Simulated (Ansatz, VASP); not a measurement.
**Ga2O3 in VASP and in Ansatz**

```
CELL_PARAMETERS angstrom
2.52879 1.46000 4.54085
-2.52879 1.46000 4.54085
0.00000 -2.91999 4.54085
ATOMIC_POSITIONS crystal
Ga 0.85584 0.85584 0.85584
Ga 0.64416 0.64416 0.64416
Ga 0.14416 0.14416 0.14416
Ga 0.35584 0.35584 0.35584
O 0.75000 0.44687 0.05313
O 0.44687 0.05313 0.75000
O 0.05313 0.75000 0.44687
O 0.25000 0.55313 0.94687
O 0.94687 0.25000 0.55313
O 0.55313 0.94687 0.25000
```

Alike in both runs: functional PBE; k mesh 5 × 5 × 5; no spin polarisation.

Ansatz relaxed the structure, and its values are those at the end. VASP's run is a single point on that final structure, the one shown.

```csv
,VASP,Ansatz
version,VASP 6.6.1,Ansatz 0.2.0
potentials or method,"VASP PAW PBE potentials, release 64 (Ga_d, O)","scalar-relativistic, plane waves, PAW"
plane-wave cutoff (eV),520,420
occupations,"gaussian, width 0.01 eV",fixed
valence electrons in the cell,88,88
```

Ansatz gave:

| Item | Value |
| --- | --- |
| gap on the k mesh at the Fermi level (eV) | 2.41 |
| least direct gap on the mesh (eV) | 2.63 |
| pressure (GPa) | 0.0 |
| rms of the force components (eV/Å) | 0.000 |

**Question.** Estimate VASP's values.

**Answer.** gap on the k mesh at the Fermi level (eV): 2.41; least direct gap on the mesh (eV): 2.63; pressure (GPa): 1.0; rms of the force components (eV/Å): 0.004.
